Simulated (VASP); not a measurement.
A run of VASP 6.6.1 is set up as follows.

Contents of POSCAR:

```
Sn
1.0
   -1.8946500000      1.8946500000      1.8946500000
    1.8946500000     -1.8946500000      1.8946500000
    1.8946500000      1.8946500000     -1.8946500000
Sn
1
Direct
    0.0000000000      0.0000000000      0.0000000000
```

The input INCAR.step1:

```
PREC = Accurate
ENCUT = 520
ISMEAR = -1
SIGMA = 0.1
LREAL = False
LASPH = True
NELM = 60
NBANDS = 13
GGA = PE
ALGO = Normal
EDIFF = 1E-4
LWAVE = True
LCHARG = False
```

INCAR.step2

```
PREC = Accurate
ENCUT = 520
EDIFF = 1E-6
ISMEAR = -1
SIGMA = 0.1
LREAL = False
LASPH = True
NELM = 60
ALGO = Normal
ISIF = 2
LWAVE = False
LCHARG = False
METAGGA = R2SCAN
LMIXTAU = True
NBANDS = 13
ISTART = 1
```

File KPOINTS:

```
regular mesh
0
Gamma
  13 13 13
```

Potentials or basis: VASP PAW PBE potentials, release 64 (Sn_d).

The run is started by

```bash
$ cat potpaw_PBE.64/Sn_d/POTCAR > POTCAR
$ cp INCAR.step1 INCAR
$ mpirun -np 1 vasp_std > vasp.out
$ cp INCAR.step2 INCAR
$ mpirun -np 1 vasp_std > vasp.out
```

**Question.** What does it give for the band gap on the k mesh?

**Answer.** Zero (band 7 reaches 16.45 eV, above the bottom of band 8 at 5.54 eV).

**Question.** Estimate the pressure.

**Answer.** -0.4 GPa.

Caveat: the PAW data sets were made with another functional, which shifts forces and pressure a little; spin-orbit coupling is left out, which moves the levels of the heavy elements.
